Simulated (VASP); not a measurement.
**Ti: single point with PBE**

The system is Ti.

```
Ti
1.0
     3.17353    0.00000    0.00000
    -1.58677    2.74836    0.00000
     0.00000    0.00000    4.83666
Ti
2
Direct
  0.33333 0.66667 0.25000
  0.66667 0.33333 0.75000
```

This cell differs from its parent crystal: strain +0.080 along x and y, +0.040 along z.

```json
{
 "Program": "VASP 6.6.1",
 "Task": "single point",
 "Functional": "PBE",
 "Potentials or basis": "VASP PAW PBE potentials, release 64 (Ti_sv)",
 "Cutoff": "520 eV",
 "k mesh": "24 × 24 × 14",
 "Occupations": "gaussian, width 0.15 eV",
 "Spin": "no spin polarisation"
}
```

```yaml
Pressure: -15.0 GPa
Band_gap_on_the_k_mesh: zero (bands 12 and 13 overlap by 0.95 eV)
```

Stress tensor (GPa, compression positive):
```
-15.78   0.00   0.00
  0.00 -15.78   0.00
  0.00   0.00 -13.32
```

Levels at points of the mesh, in eV from the Fermi level:
```tsv
k point	band 9	band 10	band 11	band 12	band 13	band 14	band 15	band 16
(0.00, 0.00, 0.00)	-5.70	-2.20	0.61	0.61	0.69	0.90	1.03	1.03
(0.50, 0.00, 0.00)	-2.15	-1.68	-1.37	-0.84	0.28	0.57	1.04	2.47
(0.00, 0.00, 0.50)	-4.00	-4.00	0.20	0.20	0.48	0.48	0.48	0.48
(0.50, 0.00, 0.50)	-2.08	-2.08	-0.58	-0.58	0.90	0.90	1.28	1.28
```

Run time: 18 min on 1 thread of Intel Xeon 8259CL, with other jobs on the host, peak memory 0.41 GiB.

Caveat: the cell differs from its parent crystal (strain +0.080 along x and y, +0.040 along z); the cell stands under tension.
